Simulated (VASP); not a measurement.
# CdTe (F-43m) in VASP: settings compared

The runs below take CdTe through single point, with PBE, PBE-based screened hybrid with 10 % exact exchange, PBE-based screened hybrid with 15 % exact exchange, PBE0.

Program: VASP 6.6.1. These are calculated values, not measurements. Logs are shortened: lines on timing, memory, paths and dates and some standing lists are left out, and cuts for length are marked.

## (1) The cell of the first run

It takes space group F-43m (No. 216, cubic). Conventional cell: a = 6.410 Å, b = 6.410 Å, c = 6.410 Å, α = 90.00°, β = 90.00°, γ = 90.00°. Te (site symmetry -43m) has 4 Cd at 2.78 Å within 3.7 Å. Cd (site symmetry -43m) has 4 Te at 2.78 Å within 3.7 Å.

## (2) Single point, PBE

INCAR

```
SYSTEM = CdTe
PREC = Accurate ; ENCUT = 520
EDIFF = 1E-7 ; ISMEAR = -1
SIGMA = 0.05 ; LREAL = .FALSE.
LASPH = .TRUE. ; NELM = 80
ALGO = Normal ; ISIF = 2
LWAVE = .FALSE. ; LCHARG = .TRUE.
GGA = PE ; LELF = .TRUE.
LVHAR = .TRUE. ; NBANDS = 16
```

KPOINTS

```
Automatic mesh
0
G
  4 4 4
  0 0 0
```

POSCAR

```
CdTe
1.0
    0.0000000000      3.2050000000      3.2050000000
    3.2050000000      0.0000000000      3.2050000000
    3.2050000000      3.2050000000      0.0000000000
Te Cd
1 1
Direct
    0.7500000000      0.7500000000      0.7500000000
    0.0000000000      0.0000000000      0.0000000000
```

Potentials or basis: VASP PAW PBE potentials, release 64 (Te, Cd).

Launch:

```console
$ cat potpaw_PBE.64/Te/POTCAR potpaw_PBE.64/Cd/POTCAR > POTCAR
$ mpirun -np 1 vasp_std > vasp.out
```

OUTCAR:

```text
SYSTEM = CdTe
   PREC = Accurate
   ENCUT = 520
   EDIFF = 1E-7
   ISMEAR = -1
   LREAL = .FALSE.
   LASPH = .TRUE.
   NELM = 80
   ISIF = 2
   GGA = PE

 ion  position               nearest neighbor table
   1  0.750  0.750  0.750-   2 2.78   2 2.78   2 2.78   2 2.78
   2  0.000  0.000  0.000-   1 2.78   1 2.78   1 2.78   1 2.78

  LATTYP: Found a face centered cubic cell.
 ALAT       =     6.4100000000

  Lattice vectors:

 A1 = (   0.0000000000,   3.2050000000,   3.2050000000)
 A2 = (   3.2050000000,   0.0000000000,   3.2050000000)
 A3 = (   3.2050000000,   3.2050000000,   0.0000000000)

Analysis of symmetry for initial positions (statically):
=====================================================================
 Subroutine PRICEL returns:
 Original cell was already a primitive cell.

 Routine SETGRP: Setting up the symmetry group for a
 face centered cubic supercell.

 Subroutine GETGRP returns: Found 24 space group operations
 (whereof 24 operations were pure point group operations)
 out of a pool of 48 trial point group operations.

The static configuration has the point symmetry T_d .

Analysis of symmetry for dynamics (positions and initial velocities):
=====================================================================
 Subroutine PRICEL returns:
 Original cell was already a primitive cell.

 Routine SETGRP: Setting up the symmetry group for a
 face centered cubic supercell.

 Subroutine GETGRP returns: Found 24 space group operations
 (whereof 24 operations were pure point group operations)
 out of a pool of 48 trial point group operations.

The dynamic configuration has the point symmetry T_d .

 Subroutine INISYM returns: Found 24 space group operations
 (whereof 24 operations are pure point group operations),
 and found     1 'primitive' translations

----------------------------------------------------------------------------------------

                                     Primitive cell

  volume of cell :      65.8437

  direct lattice vectors                    reciprocal lattice vectors
     0.000000000  3.205000000  3.205000000    -0.156006240  0.156006240  0.156006240
     3.205000000  0.000000000  3.205000000     0.156006240 -0.156006240  0.156006240
     3.205000000  3.205000000  0.000000000     0.156006240  0.156006240 -0.156006240
[... 62 lines left out ...]
   LNONCOLLINEAR =      F non collinear calculations
   LSORBIT =      F    spin-orbit coupling
   LASPH  =      T    aspherical Exc in radial PAW
   ENCUT  =  520.0 eV  38.22 Ry    6.18 a.u.   8.43  8.43  8.43*2*pi/ulx,y,z
   NELM   =     80;   NELMIN=  2; NELMDL= -5     # of ELM steps
   EDIFF  = 0.1E-06   stopping-criterion for ELM
   LREAL  =      F    real-space projection
   EDIFFG = 0.1E-05   stopping-criterion for IOM
   NSW    =      0    number of steps for IOM
   IBRION =     -1    ionic relax: 0-MD 1-quasi-New 2-CG
   NFREE  =      0    steps in history (QN), initial steepest desc. (CG)
   ISIF   =      2    stress and relaxation
   ISYM   =      2    0-nonsym 1-usesym 2-fastsym
   POTIM  = 0.5000    time-step for ionic-motion
   TEBEG  =    0.0;   TEEND  =   0.0 temperature during run
   PSTRESS=    0.0 pullay stress
   NELECT =      18.0000    total number of electrons
   NUPDOWN=      -1.0000    fix difference up-down
   EMIN   =  10.00;   EMAX   =-10.00  energy-range for DOS
   EFERMI =   0.00;   METHOD = LEGACY
   ISMEAR =    -1;   SIGMA  =   0.05  broadening in eV -4-tet -1-fermi 0-gaus
   EFERMI_NEDOS =   21; number of points for ismear=-14 and -15
   IALGO  =     38    algorithm
   IMIX   =      4    mixing-type and parameters
     AMIX     =   0.40;   BMIX     =  1.00
     AMIX_MAG =   1.60;   BMIX_MAG =  1.00
  volume/ion in A,a.u.               =      32.92       222.17
  Fermi-wavevector in a.u.,A,eV,Ry     =   1.062497  2.007828 15.359610  1.128899
  Thomas-Fermi vector in A             =   2.197950
   LORBIT       =      0    0 simple, 1 ext, 2 COOP (PROOUT), +10 PAW based schemes
   GGA     = PE    functional components
   LHFCALC =     F    Hartree Fock is set to
   AEXX    =    0.0000 exact exchange contribution
   IVDW    =     0    specifies the selected vdW correction
   LEPSILON=     F    determine dielectric tensor
   LRPA    =     F    only Hartree local field effects (RPA)
 non-spin polarized calculation
  energy-cutoff  :      520.00
  volume of cell :       65.84
 maximum number of plane-waves:      1807
 NGX is ok and might be reduce to    36
   NGX = 17   NGY = 17   NGZ = 17

 number of electron      17.9999995 magnetization

 Free energy of the ion-electron system (eV)
  ---------------------------------------------------
  ext. energy  EPLUGINS =         0.00000000
  ---------------------------------------------------
  free energy    TOTEN  =        -4.66094364 eV

  energy without entropy =       -4.66093423  energy(sigma->0) =       -4.66093894

 E-fermi :   3.1404     XC(G=0):  -8.7174

 val. band max:        2.6820095947   @ k =   0.0000   0.0000   0.0000
 cond. band min:       3.5438192393   @ k =   0.0000   0.0000   0.0000
 fundamental gap:      0.8618096446
 Fermi energy:         3.1403981928

 k-point     1 :       0.0000    0.0000    0.0000
  band No.  band energies     occupation
      1      -8.6817      2.00000
      2      -5.7552      2.00000
      3      -5.7552      2.00000
      4      -5.7552      2.00000
      5      -5.4719      2.00000
      6      -5.4719      2.00000
[... 129 lines left out ...]
      3      -5.6171      2.00000
      4      -5.5039      2.00000
      5      -5.4727      2.00000
      6      -4.8404      2.00000
[... 8 lines left out ...]
     15      13.9209      0.00000
     16      14.1026      0.00000

------------------------ aborting loop because EDIFF is reached ----------------------------------------

  FORCE on cell =-STRESS in cart. coord.  units (eV):
  Direction    XX          YY          ZZ          XY          YZ          ZX
  --------------------------------------------------------------------------------------
  -------------------------------------------------------------------------------------
  Total        1.9102339      1.9102339      1.9102339     -0.0000000     -0.0000000      0.0000000
  in kB       46.4818099     46.4818099     46.4818099     -0.0000000     -0.0000000      0.0000000
  external PRESSURE =      46.4818099 kB  Pullay stress =       0.0000000 kB

 VOLUME and BASIS-vectors are now :
 -----------------------------------------------------------------------------
  energy-cutoff  :      520.00
  volume of cell :       65.84
      direct lattice vectors                 reciprocal lattice vectors
     0.000000000  3.205000000  3.205000000    -0.156006240  0.156006240  0.156006240
     3.205000000  0.000000000  3.205000000     0.156006240 -0.156006240  0.156006240
     3.205000000  3.205000000  0.000000000     0.156006240  0.156006240 -0.156006240

 POSITION                                       TOTAL-FORCE (eV/Angst)
 -----------------------------------------------------------------------------------
      4.80750      4.80750      4.80750         0.000000      0.000000      0.000000
      0.00000      0.00000      0.00000        -0.000000     -0.000000     -0.000000
 -----------------------------------------------------------------------------------
    total drift:                                0.000000      0.000000      0.000000

  FREE ENERGIE OF THE ION-ELECTRON SYSTEM (eV)
  ---------------------------------------------------
  free  energy   TOTEN  =        -4.6609436446 eV

  energy  without entropy=       -4.6609342289  energy(sigma->0) =       -4.66093894
```

stdout:

```text
POSCAR found type information on POSCAR TeCd
 POSCAR found :  2 types and       2 ions
 scaLAPACK will be used
 LDA part: xc-table for (Slater+PW92), standard interpolation
 POSCAR, INCAR and KPOINTS ok, starting setup
 FFT: planning ... GRIDC
 FFT: planning ... GRID_SOFT
 FFT: planning ... GRID
 WAVECAR not read
 entering main loop
```

Wall time 15 s (1 thread of Intel Xeon Platinum 8488C (Sapphire Rapids), shared host); peak memory 0.2 GiB.

Results:

```yaml
Free_energy: -4.6609 eV
Pressure: 4.6 GPa
Band_gap_on_the_k_mesh: 0.86 eV
```

Levels at points of the mesh, in eV from the valence-band top:
```csv
k point,band 5,band 6,band 7,band 8,band 9,band 10,band 11,band 12,band 13,band 14
"(0.00, 0.00, 0.00)",-8.15,-8.15,0.00,0.00,0.00,0.86,4.56,4.56,4.56,7.50
"(0.50, 0.00, 0.00)",-8.14,-7.77,-4.63,-0.83,-0.83,1.84,5.15,5.15,7.09,8.78
"(0.50, 0.50, 0.00)",-8.12,-7.62,-4.48,-1.99,-1.99,2.52,2.65,9.03,9.29,9.29
```

Caveat: the k points lie up to 0.42 Å⁻¹ apart; spin-orbit coupling is left out, which moves the levels of the heavy elements.

## (3) Single point, PBE-based screened hybrid with 10 % exact exchange

POSCAR is that of step 2.

INCAR.step1

```
SYSTEM = CdTe
PREC = Accurate
ENCUT = 520
EDIFF = 1E-5
ISMEAR = -1
SIGMA = 0.05
LREAL = .FALSE.
LASPH = .TRUE.
NELM = 100
ALGO = Normal
ISIF = 2
LWAVE = .TRUE.
LCHARG = .FALSE.
NBANDS = 16
GGA = PE
```

INCAR.step2

```
SYSTEM = CdTe
PREC = Accurate
ENCUT = 520
EDIFF = 1E-7
ISMEAR = -1
SIGMA = 0.05
LREAL = .FALSE.
LASPH = .TRUE.
NELM = 100
ALGO = Normal
ISIF = 2
LWAVE = .FALSE.
LCHARG = .FALSE.
GGA = PE
LHFCALC = .TRUE.
AEXX = 0.1
HFSCREEN = 0.2078699
PRECFOCK = Normal
NBANDS = 16
ISTART = 1
```

KPOINTS is that of step 2.

Potentials or basis: VASP PAW PBE potentials, release 64 (Te, Cd).

Launch:

```console
$ cat potpaw_PBE.64/Te/POTCAR potpaw_PBE.64/Cd/POTCAR > POTCAR
$ cp INCAR.step1 INCAR
$ mpirun -np 1 vasp_std > vasp.out
$ cp INCAR.step2 INCAR
$ mpirun -np 1 vasp_std > vasp.out
```

OUTCAR:

```text
SYSTEM = CdTe
   PREC = Accurate
   ENCUT = 520
   EDIFF = 1E-7
   ISMEAR = -1
   LREAL = .FALSE.
   LASPH = .TRUE.
   NELM = 100
   ISIF = 2
   GGA = PE
   LHFCALC = .TRUE.
   AEXX = 0.1
   HFSCREEN = 0.2078699
   PRECFOCK = Normal
   ISTART = 1

 ion  position               nearest neighbor table
   1  0.750  0.750  0.750-   2 2.78   2 2.78   2 2.78   2 2.78
   2  0.000  0.000  0.000-   1 2.78   1 2.78   1 2.78   1 2.78

  LATTYP: Found a face centered cubic cell.
 ALAT       =     6.4100000000

  Lattice vectors:

 A1 = (   0.0000000000,   3.2050000000,   3.2050000000)
 A2 = (   3.2050000000,   0.0000000000,   3.2050000000)
 A3 = (   3.2050000000,   3.2050000000,   0.0000000000)

Analysis of symmetry for initial positions (statically):
=====================================================================
 Subroutine PRICEL returns:
 Original cell was already a primitive cell.

 Routine SETGRP: Setting up the symmetry group for a
 face centered cubic supercell.
[... 153 lines left out ...]
  ---------------------------------------------------
  free energy    TOTEN  =        -5.13732290 eV

  energy without entropy =       -5.13732236  energy(sigma->0) =       -5.13732263

 E-fermi :   3.0942     XC(G=0):  -8.1400

 val. band max:        2.4780398018   @ k =   0.0000   0.0000   0.0000
 cond. band min:       3.6554526417   @ k =   0.0000   0.0000   0.0000
 fundamental gap:      1.1774128399
 Fermi energy:         3.0942201703

 k-point     1 :       0.0000    0.0000    0.0000
  band No.  band energies     occupation
      1      -9.2839      2.00000
      2      -6.4705      2.00000
      3      -6.4705      2.00000
      4      -6.4705      2.00000
      5      -6.1851      2.00000
      6      -6.1851      2.00000
[... 129 lines left out ...]
      3      -6.3307      2.00000
      4      -6.2180      2.00000
      5      -6.1856      2.00000
      6      -5.5017      2.00000
[... 8 lines left out ...]
     15      14.1869      0.00000
     16      14.3389      0.00000

------------------------ aborting loop because EDIFF is reached ----------------------------------------

  FORCE on cell =-STRESS in cart. coord.  units (eV):
  Direction    XX          YY          ZZ          XY          YZ          ZX
  --------------------------------------------------------------------------------------
  -------------------------------------------------------------------------------------
  Total        1.7276224      1.7276224      1.7276224      0.0000000     -0.0000000      0.0000000
  in kB       42.0383153     42.0383153     42.0383153      0.0000000     -0.0000000      0.0000000
  external PRESSURE =      42.0383153 kB  Pullay stress =       0.0000000 kB

 VOLUME and BASIS-vectors are now :
 -----------------------------------------------------------------------------
  energy-cutoff  :      520.00
  volume of cell :       65.84
      direct lattice vectors                 reciprocal lattice vectors
     0.000000000  3.205000000  3.205000000    -0.156006240  0.156006240  0.156006240
     3.205000000  0.000000000  3.205000000     0.156006240 -0.156006240  0.156006240
     3.205000000  3.205000000  0.000000000     0.156006240  0.156006240 -0.156006240

 POSITION                                       TOTAL-FORCE (eV/Angst)
 -----------------------------------------------------------------------------------
      4.80750      4.80750      4.80750        -0.000000     -0.000000     -0.000000
      0.00000      0.00000      0.00000         0.000000      0.000000      0.000000
 -----------------------------------------------------------------------------------
    total drift:                                0.000001      0.000000      0.000000

  FREE ENERGIE OF THE ION-ELECTRON SYSTEM (eV)
  ---------------------------------------------------
  free  energy   TOTEN  =        -5.1373228970 eV

  energy  without entropy=       -5.1373223643  energy(sigma->0) =       -5.13732263
```

OUTCAR.step1:

```text
SYSTEM = CdTe
   PREC = Accurate
   ENCUT = 520
   EDIFF = 1E-5
   ISMEAR = -1
   LREAL = .FALSE.
[... 355 lines left out ...]
      4.80750      4.80750      4.80750        -0.000000     -0.000000      0.000000
      0.00000      0.00000      0.00000         0.000000      0.000000     -0.000000
 -----------------------------------------------------------------------------------
    total drift:                                0.000000      0.000000      0.000000

  FREE ENERGIE OF THE ION-ELECTRON SYSTEM (eV)
  ---------------------------------------------------
  free  energy   TOTEN  =        -4.6609438363 eV

  energy  without entropy=       -4.6609344387  energy(sigma->0) =       -4.66093914
```

OSZICAR.step1:

```text
N       E                     dE             d eps       ncg     rms          rms(c)
DAV:   1     0.110021391524E+03    0.11002E+03   -0.84729E+03   256   0.988E+02
DAV:   2    -0.112254200720E+01   -0.11114E+03   -0.10560E+03   296   0.248E+02
DAV:   3    -0.486874600717E+01   -0.37462E+01   -0.37399E+01   312   0.476E+01
DAV:   4    -0.490302551616E+01   -0.34280E-01   -0.34278E-01   376   0.398E+00
DAV:   5    -0.490309969030E+01   -0.74174E-04   -0.74174E-04   352   0.180E-01    0.598E+00
DAV:   6    -0.467702694012E+01    0.22607E+00   -0.38702E-01   296   0.763E+00    0.484E+00
DAV:   7    -0.465932771971E+01    0.17699E-01   -0.12375E-01   304   0.227E+00    0.182E+00
DAV:   8    -0.466041762233E+01   -0.10899E-02   -0.12275E-02   272   0.126E+00    0.530E-01
DAV:   9    -0.466081391889E+01   -0.39630E-03   -0.94553E-04   320   0.324E-01    0.132E-01
DAV:  10    -0.466089804109E+01   -0.84122E-04   -0.12670E-04   288   0.993E-02    0.556E-02
DAV:  11    -0.466094520519E+01   -0.47164E-04   -0.86607E-05   280   0.604E-02    0.352E-02
DAV:  12    -0.466094383629E+01    0.13689E-05   -0.34532E-06   224   0.166E-02
   1 F= -.46609438E+01 E0= -.46609391E+01  d E =-.939760E-05
```

Run time: 18 min. Hardware: 1 thread of Intel Xeon Platinum 8488C (Sapphire Rapids), shared host; peak memory 0.32 GiB.

Results:

```
Free energy            : -5.1373 eV
Pressure               : 4.2 GPa
Band gap on the k mesh : 1.18 eV
```

Levels at points of the mesh, in eV from the valence-band top:
| k point | band 7 | band 8 | band 9 | band 10 | band 11 | band 12 |
| --- | --- | --- | --- | --- | --- | --- |
| (0.00, 0.00, 0.00) | 0.00 | 0.00 | 0.00 | 1.18 | 4.90 | 4.90 |
| (0.50, 0.00, 0.00) | -4.76 | -0.85 | -0.85 | 2.16 | 5.50 | 5.50 |
| (0.50, 0.50, 0.00) | -4.61 | -2.04 | -2.04 | 2.78 | 2.96 | 9.49 |

Caveat: the k points lie up to 0.42 Å⁻¹ apart; the PAW data sets were made with another functional, which shifts forces and pressure a little; spin-orbit coupling is left out, which moves the levels of the heavy elements.

## (4) Single point, PBE-based screened hybrid with 15 % exact exchange

POSCAR is that of step 3.

INCAR.step1

```
PREC = Accurate
ENCUT = 520
EDIFF = 1E-5
ISMEAR = -1
SIGMA = 0.05
LREAL = False
LASPH = True
NELM = 100
ALGO = Normal
ISIF = 2
LWAVE = True
LCHARG = False
NBANDS = 16
GGA = PE
```

INCAR.step2

```
PREC = Accurate
ENCUT = 520
EDIFF = 1E-7
ISMEAR = -1
SIGMA = 0.05
LREAL = False
LASPH = True
NELM = 100
ALGO = Normal
ISIF = 2
LWAVE = False
LCHARG = False
GGA = PE
LHFCALC = True
AEXX = 0.15
HFSCREEN = 0.2078699
PRECFOCK = Normal
NBANDS = 16
ISTART = 1
```

KPOINTS

```
Automatic mesh
0
Gamma
  4 4 4
```

Launch:

```console
$ cat potpaw_PBE.64/Te/POTCAR potpaw_PBE.64/Cd/POTCAR > POTCAR
$ cp INCAR.step1 INCAR
$ mpirun -np 1 vasp_std > vasp.out
$ cp INCAR.step2 INCAR
$ mpirun -np 1 vasp_std > vasp.out
```

Wall time 15 min (1 thread of Intel Xeon Platinum 8488C (Sapphire Rapids), shared host); peak memory 0.32 GiB.

Results (log left out):

- Free energy: -5.3929 eV
- Pressure: 4.0 GPa
- Band gap on the k mesh: 1.34 eV

Levels at points of the mesh, in eV from the valence-band top:
| k point | band 5 | band 6 | band 7 | band 8 | band 9 | band 10 | band 11 | band 12 | band 13 | band 14 |
| --- | --- | --- | --- | --- | --- | --- | --- | --- | --- | --- |
| (0.00, 0.00, 0.00) | -8.92 | -8.92 | 0.00 | 0.00 | 0.00 | 1.34 | 5.08 | 5.08 | 5.08 | 8.13 |
| (0.50, 0.00, 0.00) | -8.91 | -8.48 | -4.83 | -0.86 | -0.86 | 2.32 | 5.68 | 5.68 | 7.64 | 9.45 |
| (0.50, 0.50, 0.00) | -8.88 | -8.30 | -4.67 | -2.07 | -2.07 | 2.92 | 3.12 | 9.72 | 10.04 | 10.04 |

Caveat: the k points lie up to 0.42 Å⁻¹ apart; the PAW data sets were made with another functional, which shifts forces and pressure a little; spin-orbit coupling is left out, which moves the levels of the heavy elements.

(Part 1 of 2 ends here.)
